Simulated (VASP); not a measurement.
Wanted: the native input for a VASP 6.6.1 run.

```
Task                   : relaxation of cell and atoms
Functional             : PBE
Potentials or basis    : VASP PAW PBE potentials, release 64 (As)
Cutoff                 : 600 eV
k mesh                 : 18 × 18 × 18
Occupations            : gaussian, width 0.1 eV
Spin                   : no spin polarisation
Dipole correction      : no
Further INCAR settings : ALGO = Normal; EDIFF = 1e-06; IBRION = 2; EDIFFG = -0.01; NSW = 100; ISIF = 3
```

The structure of As lies in POSCAR:

```
As
1.0
   -1.7415516494      1.7415516494      7.0596557337
    1.7415516494     -1.7415516494      7.0596557337
    1.7415516494      1.7415516494     -7.0596557337
As
4
Direct
    0.7874305263      0.7874305263      0.0000000000
    0.5374305263      0.0374305263      0.5000000000
    0.9625694737      0.4625694737      0.5000000000
    0.2125694737      0.2125694737      0.0000000000
```

The cell was generated, and may not be a known phase.

The input as run:

INCAR

```
SYSTEM = As
  PREC = Accurate
  ENCUT = 600
  EDIFF = 1E-6
  ISMEAR = 0
  SIGMA = 0.1
  LREAL = .False.
  LASPH = .True.
  NELM = 100
  ALGO = Normal
  ISIF = 3
  LWAVE = .False.
  LCHARG = .False.
  GGA = PE
  IBRION = 2
  NSW = 100
  EDIFFG = -0.01
```

KPOINTS

```
regular mesh
0
Gamma
  18 18 18
  0 0 0
```

Potentials or basis: VASP PAW PBE potentials, release 64 (As).

Launch:

```bash
$ cat potpaw_PBE.64/As/POTCAR > POTCAR
$ mpirun -np 1 vasp_std > vasp.out
```

Results of the run:

The relaxed volume is 21.48 Å³/atom and the relaxed cell is a = 7.606 Å, b = 7.606 Å, c = 7.606 Å, α = 153.75°, β = 153.75°, γ = 37.46°. The space group after relaxing (to 0.1 Å) is I4_1/amd (No. 141) and the energy gained by relaxing is 2.4 meV/atom. The ionic steps are 8, the pressure after relaxing is 0.0 GPa and the band gap on the k mesh is zero (bands 10 and 11 overlap by 2.16 eV).

Wall time 100 min on 1 thread of Intel(R) Xeon(R) Platinum 8375C CPU @ 2.90GHz (Ice Lake) (shared host), peak memory 0.95 GiB.
